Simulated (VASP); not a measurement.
# Ti (Im-3m) in VASP: further runs

Runs on Ti. Level: r2SCAN. Tasks: single point.

All numbers are computed with VASP 6.6.1; they aren't measurements. Logs are shortened: lines on timing, memory, paths and dates and some standing lists are left out, and cuts for length are marked.

**1. The cell of the first run**

Symmetry: Im-3m, No. 229, cubic system. The conventional cell has a = 3.382 Å, b = 3.382 Å, c = 3.382 Å, α = 90.00°, β = 90.00°, γ = 90.00°. Within 3.9 Å of Ti (site symmetry m-3m) lie 14 Ti at 2.93 to 3.38 Å.

This isn't the form of Ti at room conditions, which is hcp.

**2. Single point, r2SCAN (19.34 Å³/atom)**

POSCAR

```
Ti
1.0
   -1.6908135150      1.6908135150      1.6908135150
    1.6908135150     -1.6908135150      1.6908135150
    1.6908135150      1.6908135150     -1.6908135150
Ti
1
Direct
    0.0000000000      0.0000000000      0.0000000000
```

INCAR.step1

```
  ALGO = Normal
  EDIFF = 1E-4
  ENCUT = 520
  GGA = PE
  ISMEAR = -1
  LASPH = T
  LCHARG = F
  LREAL = F
  LWAVE = T
  NBANDS = 12
  NELM = 80
  PREC = Accurate
  SIGMA = 0.1
```

INCAR.step2

```
  ALGO = Normal
  EDIFF = 1E-6
  ENCUT = 520
  ISIF = 2
  ISMEAR = -1
  ISTART = 1
  LASPH = T
  LCHARG = T
  LELF = T
  LMIXTAU = T
  LREAL = F
  LVHAR = T
  LWAVE = F
  METAGGA = R2SCAN
  NBANDS = 12
  NELM = 80
  PREC = Accurate
  SIGMA = 0.1
```

KPOINTS

```
k-points
0
Gamma
  15 15 15
```

Potentials or basis: VASP PAW PBE potentials, release 64 (Ti_sv).

Run with:

```
$ cat potpaw_PBE.64/Ti_sv/POTCAR > POTCAR
$ cp INCAR.step1 INCAR
$ mpirun -np 1 vasp_std > vasp.out
$ cp INCAR.step2 INCAR
$ mpirun -np 1 vasp_std > vasp.out
```

OUTCAR:

```text
EDIFF = 1E-6
   ENCUT = 520
   ISIF = 2
   ISMEAR = -1
   ISTART = 1
   LASPH = T
   LREAL = F
   METAGGA = R2SCAN
   NELM = 80
   PREC = Accurate

 ion  position               nearest neighbor table
   1  0.000  0.000  0.000-

  LATTYP: Found a body centered cubic cell.
 ALAT       =     3.3816270300

  Lattice vectors:

 A1 = (  -1.6908135150,   1.6908135150,   1.6908135150)
 A2 = (   1.6908135150,  -1.6908135150,   1.6908135150)
 A3 = (   1.6908135150,   1.6908135150,  -1.6908135150)

Analysis of symmetry for initial positions (statically):
=====================================================================
 Subroutine PRICEL returns:
 Original cell was already a primitive cell.

 Routine SETGRP: Setting up the symmetry group for a
 body centered cubic supercell.

 Subroutine GETGRP returns: Found 48 space group operations
 (whereof 48 operations were pure point group operations)
 out of a pool of 48 trial point group operations.

The static configuration has the point symmetry O_h .

Analysis of symmetry for dynamics (positions and initial velocities):
=====================================================================
 Subroutine PRICEL returns:
 Original cell was already a primitive cell.

 Routine SETGRP: Setting up the symmetry group for a
 body centered cubic supercell.

 Subroutine GETGRP returns: Found 48 space group operations
 (whereof 48 operations were pure point group operations)
 out of a pool of 48 trial point group operations.

The dynamic configuration has the point symmetry O_h .

 Subroutine INISYM returns: Found 48 space group operations
 (whereof 48 operations are pure point group operations),
 and found     1 'primitive' translations

----------------------------------------------------------------------------------------

                                     Primitive cell

  volume of cell :      19.3351

  direct lattice vectors                    reciprocal lattice vectors
    -1.690813515  1.690813515  1.690813515     0.000000000  0.295715640  0.295715640
     1.690813515 -1.690813515  1.690813515     0.295715640  0.000000000  0.295715640
     1.690813515  1.690813515 -1.690813515     0.295715640  0.295715640  0.000000000

  length of vectors
[... 78 lines left out ...]
   ENCUT  =  520.0 eV  38.22 Ry    6.18 a.u.   5.45  5.45  5.45*2*pi/ulx,y,z
   NELM   =     80;   NELMIN=  2; NELMDL=  0     # of ELM steps
   EDIFF  = 0.1E-05   stopping-criterion for ELM
   LREAL  =      F    real-space projection
   EDIFFG = 0.1E-04   stopping-criterion for IOM
   NSW    =      0    number of steps for IOM
   IBRION =     -1    ionic relax: 0-MD 1-quasi-New 2-CG
   NFREE  =      0    steps in history (QN), initial steepest desc. (CG)
   ISIF   =      2    stress and relaxation
   ISYM   =      2    0-nonsym 1-usesym 2-fastsym
   POTIM  = 0.5000    time-step for ionic-motion
   TEBEG  =    0.0;   TEEND  =   0.0 temperature during run
   PSTRESS=    0.0 pullay stress
   NELECT =      12.0000    total number of electrons
   NUPDOWN=      -1.0000    fix difference up-down
   EMIN   =  10.00;   EMAX   =-10.00  energy-range for DOS
   EFERMI =   0.00;   METHOD = LEGACY
   ISMEAR =    -1;   SIGMA  =   0.10  broadening in eV -4-tet -1-fermi 0-gaus
   EFERMI_NEDOS =   21; number of points for ismear=-14 and -15
   IALGO  =     38    algorithm
   IMIX   =      4    mixing-type and parameters
     AMIX     =   0.40;   BMIX     =  1.00
     AMIX_MAG =   1.60;   BMIX_MAG =  1.00
  volume/ion in A,a.u.               =      19.34       130.48
  Fermi-wavevector in a.u.,A,eV,Ry     =   1.396431  2.638872 26.531634  1.950020
  Thomas-Fermi vector in A             =   2.519786
   LORBIT       =      0    0 simple, 1 ext, 2 COOP (PROOUT), +10 PAW based schemes
   METAGGA = R2SCAN    functional components
   LHFCALC =     F    Hartree Fock is set to
   AEXX    =    0.0000 exact exchange contribution
   IVDW    =     0    specifies the selected vdW correction
   LEPSILON=     F    determine dielectric tensor
   LRPA    =     F    only Hartree local field effects (RPA)
 non-spin polarized calculation
  energy-cutoff  :      520.00
  volume of cell :       19.34
 maximum number of plane-waves:       539
 NGX is ok and might be reduce to    24
   NGX = 11   NGY = 11   NGZ = 11

 number of electron      11.9999997 magnetization

 Free energy of the ion-electron system (eV)
  ---------------------------------------------------
  ext. energy  EPLUGINS =         0.00000000
  ---------------------------------------------------
  free energy    TOTEN  =       -12.78344973 eV

  energy without entropy =      -12.69970394  energy(sigma->0) =      -12.74157684

 E-fermi :   7.0457     XC(G=0): -11.8626

 val. band max:        7.0456326268   @ k =  -0.3333   0.3333   0.1333
 cond. band min:       7.0484703980   @ k =  -0.4000  -0.4667   0.0667
 fundamental gap:      0.0028377712
 Fermi energy:         7.0457018778

 k-point     1 :       0.0000    0.0000    0.0000
  band No.  band energies     occupation
      1     -52.1148      2.00000
      2     -27.0197      2.00000
      3     -27.0197      2.00000
      4     -27.0197      2.00000
      5       0.9415      2.00000
      6       8.0692      0.00007
      7       8.0692      0.00007
      8       8.0693      0.00007
      9       9.6288      0.00000
     10       9.6288      0.00000
     11      24.3698      0.00000
     12      24.3698      0.00000
[... 331 lines left out ...]
 k-point    24 :       0.4000    0.2000    0.0000
  band No.  band energies     occupation
      1     -52.0201      2.00000
      2     -27.4466      2.00000
      3     -27.2422      2.00000
      4     -27.0677      2.00000
      5       5.4428      2.00000
      6       6.7318      1.91693
      7       6.9063      1.60262
      8       9.5713      0.00000
      9      10.0440      0.00000
     10      12.3340      0.00000
     11      14.9539      0.00000
     12      17.7221      0.00000

 [... further k-points ...]
[... 5 lines left out ...]
  --------------------------------------------------------------------------------------
  -------------------------------------------------------------------------------------
  Total       -1.2252485     -1.2252485     -1.2252485      0.0000000      0.0000000      0.0000000
  in kB     -101.5284267   -101.5284267   -101.5284267      0.0000000      0.0000000      0.0000000
  external PRESSURE =    -101.5284267 kB  Pullay stress =       0.0000000 kB

 VOLUME and BASIS-vectors are now :
 -----------------------------------------------------------------------------
  energy-cutoff  :      520.00
  volume of cell :       19.34
      direct lattice vectors                 reciprocal lattice vectors
    -1.690813515  1.690813515  1.690813515     0.000000000  0.295715640  0.295715640
     1.690813515 -1.690813515  1.690813515     0.295715640  0.000000000  0.295715640
     1.690813515  1.690813515 -1.690813515     0.295715640  0.295715640  0.000000000

 POSITION                                       TOTAL-FORCE (eV/Angst)
 -----------------------------------------------------------------------------------
      0.00000      0.00000      0.00000        -0.000000      0.000000     -0.000000
 -----------------------------------------------------------------------------------
    total drift:                                0.000000      0.000000     -0.000000

  FREE ENERGIE OF THE ION-ELECTRON SYSTEM (eV)
  ---------------------------------------------------
  free  energy   TOTEN  =       -12.7834497304 eV

  energy  without entropy=      -12.6997039439  energy(sigma->0) =      -12.74157684
```

OUTCAR.step1:

```text
EDIFF = 1E-4
   ENCUT = 520
   GGA = PE
   ISMEAR = -1
   LASPH = T
   LREAL = F
[... 574 lines left out ...]

 POSITION                                       TOTAL-FORCE (eV/Angst)
 -----------------------------------------------------------------------------------
      0.00000      0.00000      0.00000         0.000000     -0.000000      0.000000
 -----------------------------------------------------------------------------------
    total drift:                                0.000000      0.000000      0.000000

  FREE ENERGIE OF THE ION-ELECTRON SYSTEM (eV)
  ---------------------------------------------------
  free  energy   TOTEN  =        -7.6960804451 eV

  energy  without entropy=       -7.6073701713  energy(sigma->0) =       -7.65172531
```

OSZICAR.step1:

```text
N       E                     dE             d eps       ncg     rms          rms(c)
DAV:   1     0.845488168710E+02    0.84549E+02   -0.65402E+03  2880   0.118E+03
DAV:   2    -0.447612757652E+01   -0.89025E+02   -0.86744E+02  2932   0.290E+02
DAV:   3    -0.884230937281E+01   -0.43662E+01   -0.43165E+01  4200   0.648E+01
DAV:   4    -0.892893348478E+01   -0.86624E-01   -0.86555E-01  3224   0.795E+00
DAV:   5    -0.893103131950E+01   -0.20978E-02   -0.20978E-02  3448   0.111E+00    0.767E+00
DAV:   6    -0.769300131133E+01    0.12380E+01   -0.32220E+00  3068   0.240E+01    0.184E+00
DAV:   7    -0.769056763387E+01    0.24337E-02   -0.64432E-02  3332   0.248E+00    0.116E+00
DAV:   8    -0.769565298958E+01   -0.50854E-02   -0.29631E-02  3092   0.205E+00    0.901E-02
DAV:   9    -0.769605193292E+01   -0.39894E-03   -0.15017E-03  3504   0.392E-01    0.607E-02
DAV:  10    -0.769608044505E+01   -0.28512E-04   -0.20855E-04  3048   0.144E-01
   1 F= -.76960804E+01 E0= -.76517253E+01  d E =-.887103E-01
```

Wall time 76 s (1 thread of Intel Xeon 8259CL, shared host); peak memory 0.16 GiB.

What came out:

```
Free energy            : -12.7834 eV
Pressure               : -10.2 GPa
Band gap on the k mesh : zero (bands 6 and 7 overlap by 1.63 eV)
```

Caveat: the cell stands under tension; the PAW data sets were made with another functional, which shifts forces and pressure a little.

**3. Single point, r2SCAN**

This run uses another cell than the first one, of 17.26 Å³/atom.

POSCAR

```
Ti
1.0
   -1.6281323405      1.6281323405      1.6281323405
    1.6281323405     -1.6281323405      1.6281323405
    1.6281323405      1.6281323405     -1.6281323405
Ti
1
Direct
    0.0000000000      0.0000000000      0.0000000000
```

INCAR.step1

```
  ALGO = Normal
  EDIFF = 1E-4
  ENCUT = 520
  GGA = PE
  ISMEAR = -1
  LASPH = True
  LCHARG = False
  LREAL = False
  LWAVE = True
  NBANDS = 12
  NELM = 80
  PREC = Accurate
  SIGMA = 0.1
```

INCAR.step2

```
  ALGO = Normal
  EDIFF = 1E-6
  ENCUT = 520
  ISIF = 2
  ISMEAR = -1
  ISTART = 1
  LASPH = True
  LCHARG = False
  LMIXTAU = True
  LREAL = False
  LWAVE = False
  METAGGA = R2SCAN
  NBANDS = 12
  NELM = 80
  PREC = Accurate
  SIGMA = 0.1
```

KPOINTS

```
k-points
0
Gamma
  22 22 22
```

Potentials or basis: VASP PAW PBE potentials, release 64 (Ti_sv).

Run with:

```
$ cat potpaw_PBE.64/Ti_sv/POTCAR > POTCAR
$ cp INCAR.step1 INCAR
$ mpirun -np 1 vasp_std > vasp.out
$ cp INCAR.step2 INCAR
$ mpirun -np 1 vasp_std > vasp.out
```

Run time: 3 min. Hardware: 1 thread of Intel Xeon 8259CL, shared host; peak memory 0.19 GiB.

Results (log left out):

| Quantity | Value |
| --- | --- |
| Free energy | -12.8501 eV |
| Pressure | 0.3 GPa |
| Band gap on the k mesh | zero (bands 6 and 7 overlap by 1.81 eV) |

Levels at points of the mesh, in eV from the Fermi level:
```
           k point  band 2  band 3  band 4  band 5  band 6  band 7  band 8  band 9  band 10  band 11
(0.00, 0.00, 0.00)  -33.69  -33.69  -33.69   -6.35    1.15    1.15    1.15    2.94     2.94    18.13
(0.50, 0.00, 0.00)  -34.40  -33.91  -33.70   -2.60   -0.34    0.98    2.95    3.31     4.52     9.24
(0.50, 0.50, 0.50)  -34.17  -34.17  -34.17   -2.29   -2.29    4.15    4.15    4.15     8.80     8.80
```

Caveat: the PAW data sets were made with another functional, which shifts forces and pressure a little.
